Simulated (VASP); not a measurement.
Write the native input for VASP 6.6.1 that does the following.

```
Task                   : single point
Functional             : PBE
Potentials or basis    : VASP PAW PBE potentials, release 64 (Ta_pv, N)
Cutoff                 : 520 eV
k mesh                 : 10 × 10 × 4
Occupations            : fermi-dirac, width 0.05 eV
Spin                   : no spin polarisation
Dipole correction      : no
Further INCAR settings : ALGO = Normal; EDIFF = 1e-06; NBANDS = 27
```

The structure of Ta3N lies in POSCAR:

```
Ta3N
1.0
    2.9912429644      0.0000000000      0.0000000000
   -1.4956214823      2.5904923961      0.0000000000
    0.0000000000      0.0000000000      7.4224470073
Ta N
3 1
Direct
    0.6666666667      0.3333333333      0.8260700000
    0.3333333333      0.6666666667      0.1739300000
    0.0000000000      0.0000000000      0.5000000000
    0.0000000000      0.0000000000      0.0000000000
```

One way to write it, as run:

INCAR

```
PREC     = Accurate       # precision mode
ENCUT    = 520            # plane-wave cutoff, eV
EDIFF    = 1E-6           # SCF threshold, eV
ISMEAR   = -1             # smearing method
SIGMA    = 0.05           # smearing width, eV
LREAL    = F              # projectors in reciprocal space
LASPH    = T              # aspherical terms in the spheres
NELM     = 60             # most SCF steps
ALGO     = Normal         # electronic algorithm
ISIF     = 2              # what is computed and relaxed
LWAVE    = F              # write WAVECAR
LCHARG   = T              # write CHGCAR
GGA      = PE             # functional
LELF     = T              # ELF
LVHAR    = T            
NBANDS   = 27             # bands
```

KPOINTS

```
regular mesh
0
Gamma
  10 10 4
```

Potentials or basis: VASP PAW PBE potentials, release 64 (Ta_pv, N).

Launch:

```console
$ cat potpaw_PBE.64/Ta_pv/POTCAR potpaw_PBE.64/N/POTCAR > POTCAR
$ mpirun -np 1 vasp_std > vasp.out
```

It gave:

```yaml
Pressure: 10.5 GPa
Largest_force: 0.188 eV/Å
Band_gap_on_the_k_mesh: zero (band 19 reaches 7.47 eV, above the bottom of band 20 at 6.77 eV)
```

Caveat: spin-orbit coupling is left out, which moves the levels of the heavy elements.

Run time: 50 s on 1 thread of Intel(R) Xeon(R) 6975P-C (Granite Rapids), on a shared host, peak memory 0.21 GiB.
